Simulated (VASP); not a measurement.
# Zr in VASP: notebook

Zr is run at these levels: PBE; tasks: relaxation of the atoms, single point.

All numbers are computed with VASP 6.6.1; they aren't measurements. Logs are shortened: lines on timing, memory, paths and dates and some standing lists are left out, and cuts for length are marked.

**1. The cell of the first run**

The cell holds a slab with vacuum, 6 atoms: a = 3.232 Å, b = 3.232 Å, c = 29.868 Å, α = 90.00°, β = 90.00°, γ = 120.00°.

**2. Relaxation of the atoms, PBE**

File INCAR:

```
SYSTEM = Zr
  PREC = Accurate
  ENCUT = 520
  EDIFF = 1E-6
  ISMEAR = 0
  SIGMA = 0.1
  LREAL = .FALSE.
  LASPH = .TRUE.
  NELM = 80
  ALGO = Normal
  ISIF = 2
  LWAVE = .FALSE.
  LCHARG = .FALSE.
  LDIPOL = .TRUE.
  IDIPOL = 3
  DIPOL = 0.5 0.5 0.500
  GGA = PE
  IBRION = 2
  NSW = 60
  EDIFFG = -0.04
  LUSENCCL = .FALSE.
```

File KPOINTS:

```
regular mesh
0
G
  9 9 1
  0 0 0
```

File POSCAR:

```
Zr
1.0
    3.2319982200      0.0000000000      0.0000000000
   -1.6159991100      2.7989925700      0.0000000000
    0.0000000000      0.0000000000     29.8675001320
Zr
6
Selective dynamics
Direct
    0.6666666700      0.3333333300      0.2845902725  F F F
    0.3333333300      0.6666666700      0.3707541635  F F F
    0.6666666700      0.3333333300      0.4569180545  F F F
    0.3333333300      0.6666666700      0.5430819455  T T T
    0.6666666700      0.3333333300      0.6292458365  T T T
    0.3333333300      0.6666666700      0.7154097275  T T T
```

Potentials or basis: VASP PAW PBE potentials, release 64 (Zr_sv).

Started as:

```console
> cat potpaw_PBE.64/Zr_sv/POTCAR > POTCAR
> mpirun -np 1 vasp_std > vasp.out
```

OUTCAR:

```text
SYSTEM = Zr
   PREC = Accurate
   ENCUT = 520
   EDIFF = 1E-6
   ISMEAR = 0
   LREAL = .FALSE.
   LASPH = .TRUE.
   NELM = 80
   ISIF = 2
   GGA = PE
   IBRION = 2
   NSW = 60
   EDIFFG = -0.04

 ion  position               nearest neighbor table
   1  0.667  0.333  0.285-   2 3.18   2 3.18   2 3.18
   2  0.333  0.667  0.371-   3 3.18   1 3.18   3 3.18   1 3.18   3 3.18   1 3.18
   3  0.667  0.333  0.457-   2 3.18   4 3.18   2 3.18   4 3.18   2 3.18   4 3.18
   4  0.333  0.667  0.543-   3 3.18   5 3.18   3 3.18   5 3.18   3 3.18   5 3.18
   5  0.667  0.333  0.629-   4 3.18   6 3.18   4 3.18   6 3.18   4 3.18   6 3.18
   6  0.333  0.667  0.715-   5 3.18   5 3.18   5 3.18

  LATTYP: Found a hexagonal cell.
 ALAT       =     3.2319982200
 C/A-ratio  =     9.2411870610

  Lattice vectors:

 A1 = (   3.2319982200,   0.0000000000,   0.0000000000)
 A2 = (  -1.6159991100,   2.7989925700,   0.0000000000)
 A3 = (   0.0000000000,   0.0000000000,  29.8675001320)

Analysis of symmetry for initial positions (statically):
=====================================================================
 Subroutine PRICEL returns:
 Original cell was already a primitive cell.

 Routine SETGRP: Setting up the symmetry group for a
 hexagonal supercell.

 Subroutine GETGRP returns: Found 12 space group operations
 (whereof 12 operations were pure point group operations)
 out of a pool of 24 trial point group operations.

The static configuration has the point symmetry D_3d.

Analysis of symmetry for dynamics (positions and initial velocities):
=====================================================================
 Subroutine PRICEL returns:
 Original cell was already a primitive cell.

 Routine SETGRP: Setting up the symmetry group for a
 hexagonal supercell.

 Subroutine GETGRP returns: Found 12 space group operations
 (whereof 12 operations were pure point group operations)
 out of a pool of 24 trial point group operations.

The dynamic configuration has the point symmetry D_3d.

Analysis of constrained symmetry for selective dynamics:
[... 141 lines left out ...]
  volume of cell :      270.19
 maximum number of plane-waves:      7356
   NGX = 13   NGY = 13   NGZ =111

--------------------------------------- Ionic step        1  -------------------------------------------

 number of electron      72.0000001 magnetization

 Free energy of the ion-electron system (eV)
  ---------------------------------------------------
  ext. energy  EPLUGINS =         0.00000000
  ---------------------------------------------------
  free energy    TOTEN  =       -49.25665163 eV

  energy without entropy =      -49.20095212  energy(sigma->0) =      -49.22880187

------------------------ aborting loop because EDIFF is reached ----------------------------------------

  FORCE on cell =-STRESS in cart. coord.  units (eV):
  Direction    XX          YY          ZZ          XY          YZ          ZX
  --------------------------------------------------------------------------------------
  -------------------------------------------------------------------------------------
  Total       -2.2096882     -2.2096882     -1.6460242      0.0000000     -0.0000000     -0.0000000
  in kB      -13.1029728    -13.1029728     -9.7605672      0.0000000     -0.0000000     -0.0000000
  external PRESSURE =     -11.9888376 kB  Pullay stress =       0.0000000 kB
[... 29 lines left out ...]
 number of electron      72.0000002 magnetization

------------------------ aborting loop because EDIFF is reached ----------------------------------------

 vacuum level on the upper side and lower side of the slab       (xc-potential included)        -0.007        -0.010

  FORCE on cell =-STRESS in cart. coord.  units (eV):
  Direction    XX          YY          ZZ          XY          YZ          ZX
  --------------------------------------------------------------------------------------
  -------------------------------------------------------------------------------------
  Total       -2.0713471     -2.0713471     -1.4793239     -0.0000000      0.0000000     -0.0000000
  in kB      -12.2826402    -12.2826402     -8.7720709     -0.0000000      0.0000000     -0.0000000
  external PRESSURE =     -11.1124504 kB  Pullay stress =       0.0000000 kB
[... 141 lines left out ...]
  FREE ENERGIE OF THE ION-ELECTRON SYSTEM (eV)
  ---------------------------------------------------
  free  energy   TOTEN  =       -49.2925486170 eV

  energy  without entropy=      -49.2372152304  energy(sigma->0) =      -49.26488192

 dipolmoment           0.000000      0.000000      0.000065 electrons x Angstroem

--------------------------------------- Ionic step        6  -------------------------------------------

 number of electron      72.0000001 magnetization

 dipolmoment           0.000000      0.000000     -0.000868 electrons x Angstroem

 Free energy of the ion-electron system (eV)
  ---------------------------------------------------
  ext. energy  EPLUGINS =         0.00000000
  ---------------------------------------------------
  free energy    TOTEN  =       -49.29321616 eV

  energy without entropy =      -49.23833420  energy(sigma->0) =      -49.26577518

 E-fermi :   2.7402     XC(G=0):  -6.3953

 val. band max:        2.7308858674   @ k =   0.3333   0.3333   0.0000
 cond. band min:       2.7497176999   @ k =   0.1111   0.1111   0.0000
 fundamental gap:      0.0188318325
 Fermi energy:         2.7402002775

 k-point     1 :       0.0000    0.0000    0.0000
  band No.  band energies     occupation
      1     -46.3218      2.00000
      2     -46.2848      2.00000
      3     -46.0684      2.00000
      4     -46.0106      2.00000
      5     -45.9460      2.00000
      6     -45.9252      2.00000
[... 541 lines left out ...]
     42       3.0028      0.00020
     43       3.0167      0.00009

------------------------ aborting loop because EDIFF is reached ----------------------------------------

 vacuum level on the upper side and lower side of the slab       (xc-potential included)        -0.016         0.001

  FORCE on cell =-STRESS in cart. coord.  units (eV):
  Direction    XX          YY          ZZ          XY          YZ          ZX
  --------------------------------------------------------------------------------------
  -------------------------------------------------------------------------------------
  Total       -1.8252090     -1.8252090     -0.9356847      0.0000000      0.0000000      0.0000000
  in kB      -10.8230944    -10.8230944     -5.5484080      0.0000000      0.0000000      0.0000000
  external PRESSURE =      -9.0648656 kB  Pullay stress =       0.0000000 kB
[... 21 lines left out ...]
  FREE ENERGIE OF THE ION-ELECTRON SYSTEM (eV)
  ---------------------------------------------------
  free  energy   TOTEN  =       -49.2932161600 eV

  energy  without entropy=      -49.2383341966  energy(sigma->0) =      -49.26577518

 reached required accuracy - stopping structural energy minimisation

 vacuum level on the upper side and lower side of the slab         6.904         6.920
```

CONTCAR:

```text
Zr
    1.000000000000000
     3.2319982199999999    0.0000000000000000    0.0000000000000000
    -1.6159991100000000    2.7989925699999998    0.0000000000000000
     0.0000000000000000    0.0000000000000000   29.8675001320000000
  Zr
     6
Selective dynamics
Direct
     0.6666666699999979    0.3333333300000021    0.2845902724999974   F   F   F
     0.3333333300000021    0.6666666699999979    0.3707541635000027   F   F   F
     0.6666666699999979    0.3333333300000021    0.4569180545000009   F   F   F
     0.3333333300000021    0.6666666699999979    0.5439134465804000   T   T   T
     0.6666666699999979    0.3333333300000021    0.6315425084664138   T   T   T
     0.3333333300000021    0.6666666699999979    0.7131898009662268   T   T   T

  0.00000000E+00  0.00000000E+00  0.00000000E+00
  0.00000000E+00  0.00000000E+00  0.00000000E+00
  0.00000000E+00  0.00000000E+00  0.00000000E+00
  0.00000000E+00  0.00000000E+00  0.00000000E+00
  0.00000000E+00  0.00000000E+00  0.00000000E+00
  0.00000000E+00  0.00000000E+00  0.00000000E+00
```

Wall time 4 min (1 × NVIDIA H100 80GB with 1 thread of Intel Xeon Platinum 8481C at 2.70GHz (Sapphire Rapids), shared host); peak memory 1.3 GiB.

Results:

| Property | Result |
| --- | --- |
| Free energy | -49.2932 eV |
| Energy gained by relaxing | 6.1 meV/atom |
| Ionic steps | 6 |
| Band gap on the k mesh | zero (bands 36 and 37 overlap by 1.25 eV) |

Step by step:
| step | energy change (eV) | largest force on free atoms (eV/Å) | pressure (GPa) |
| --- | --- | --- | --- |
| 1 | 0.0000 | 0.5522 | -1.20 |
| 2 | -0.0210 | 0.3580 | -1.11 |
| 3 | -0.0351 | 0.1098 | -0.93 |
| 4 | -0.0352 | 0.1119 | -0.92 |
| 5 | -0.0359 | 0.0778 | -0.92 |
| 6 | -0.0366 | 0.0147 | -0.91 |

Final structure:
```yaml
crystal:
  lattice:
    - [3.23200, 0.00000, 0.00000]
    - [-1.61600, 2.79899, 0.00000]
    - [0.00000, 0.00000, 29.86750]
  atoms:
    - { symbol: Zr, position: [0.66667, 0.33333, 0.28459] }
    - { symbol: Zr, position: [0.33333, 0.66667, 0.37075] }
    - { symbol: Zr, position: [0.66667, 0.33333, 0.45692] }
    - { symbol: Zr, position: [0.33333, 0.66667, 0.54391] }
    - { symbol: Zr, position: [0.66667, 0.33333, 0.63154] }
    - { symbol: Zr, position: [0.33333, 0.66667, 0.71319] }
```

Levels at points of the mesh, in eV from the Fermi level:
```
           k point  band 33  band 34  band 35  band 36  band 37  band 38  band 39  band 40
(0.00, 0.00, 0.00)     0.23     0.45     0.70     0.70     0.75     0.75     0.77     0.83
```

**3. Single point, PBE**

File INCAR:

```
SYSTEM = Zr
PREC = Accurate ; ENCUT = 520
EDIFF = 1E-7 ; ISMEAR = 0
SIGMA = 0.1 ; LREAL = .False.
LASPH = .True. ; NELM = 100
ALGO = Normal ; ISIF = 2
LWAVE = .False. ; LCHARG = .True.
LDIPOL = .True. ; IDIPOL = 3
DIPOL = 0.5 0.5 0.500 ; GGA = PE
LELF = .True. ; LVHAR = .True.
LVACPOTAV = .True. ; NBANDS = 45
```

File KPOINTS:

```
regular mesh
0
Gamma
  21 21 1
  0 0 0
```

File POSCAR:

```
Zr
1.0
    3.2319982200      0.0000000000      0.0000000000
   -1.6159991100      2.7989925700      0.0000000000
    0.0000000000      0.0000000000     29.8675001320
Zr
6
Direct
    0.6666666671      0.3333333329      0.2845902725
    0.3333333329      0.6666666659      0.3707541635
    0.6666666671      0.3333333329      0.4569180545
    0.3333333329      0.6666666659      0.5442346970
    0.6666666671      0.3333333329      0.6319121039
    0.3333333329      0.6666666659      0.7138921711
```

Potentials or basis: VASP PAW PBE potentials, release 64 (Zr_sv).

Started as:

```console
> cat potpaw_PBE.64/Zr_sv/POTCAR > POTCAR
> mpirun -np 1 vasp_std > vasp.out
```

Wall time 19 min (1 thread of AMD EPYC 9R45 (Zen 5), shared host); peak memory 0.57 GiB.

It converged, with:

- Free energy: -49.2952 eV
- Largest force: 0.554 eV/Å
- Band gap on the k mesh: zero (bands 36 and 37 overlap by 1.26 eV)

Forces on the atoms (eV/Å):
```
Zr   0.000  0.000  0.477
Zr   0.000  0.000 -0.554
Zr   0.000  0.000  0.092
Zr   0.000  0.000 -0.035
Zr   0.000  0.000  0.125
Zr   0.000  0.000 -0.105
```

Levels at points of the mesh, in eV from the Fermi level:
```tsv
k point	band 33	band 34	band 35	band 36	band 37	band 38	band 39	band 40
(0.00, 0.00, 0.00)	0.22	0.46	0.73	0.73	0.77	0.77	0.78	0.85
```
